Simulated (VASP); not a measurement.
Runs of VASP 6.6.1 on Ag. The structure is that of space group P6_3/mmc (No. 194), or close to it. The cells are those of the table. 

```tsv
cell	k mesh	gap on the mesh (eV)	pressure (GPa)
a = 2.837, b = 2.837, c = 4.608 Å, angles 90.0, 90.0, 120.0°, 2 atoms	14 × 14 × 8	none	0.1
a = 2.837, b = 2.837, c = 4.608 Å, angles 90.0, 90.0, 120.0°, 2 atoms	21 × 21 × 11	none	-0.1
a = 2.875, b = 2.875, c = 4.669 Å, angles 90.0, 90.0, 120.0°, 2 atoms	14 × 14 × 8	none	-4.7
a = 2.760, b = 2.760, c = 4.482 Å, angles 90.0, 90.0, 120.0°, 2 atoms	14 × 14 × 8	none	(b)
a = 2.947, b = 2.947, c = 4.786 Å, angles 90.0, 90.0, 120.0°, 2 atoms	14 × 14 × 8	none	-11.2
a = 2.799, b = 2.799, c = 4.546 Å, angles 90.0, 90.0, 120.0°, 2 atoms	14 × 14 × 8	none	6.3
a = 2.911, b = 2.911, c = 4.728 Å, angles 90.0, 90.0, 120.0°, 2 atoms	14 × 14 × 8	none	-8.4
a = 2.719, b = 2.719, c = 4.416 Å, angles 90.0, 90.0, 120.0°, 2 atoms	14 × 14 × 8	none	(a)
```

Alike in all rows: task single point; level LDA; potentials or basis VASP PAW LDA potentials, release 64 (Ag); no spin polarisation; cutoff (eV) 520; smearing fermi-dirac 0.1 eV.

Problem. Estimate the missing entries.

Solution. (a) 25.0; (b) 14.5.

A k mesh can miss the band edges, and the runs leave out spin-orbit coupling on Ag.

A gap of «none» marks levels without a gap at the run's occupations.
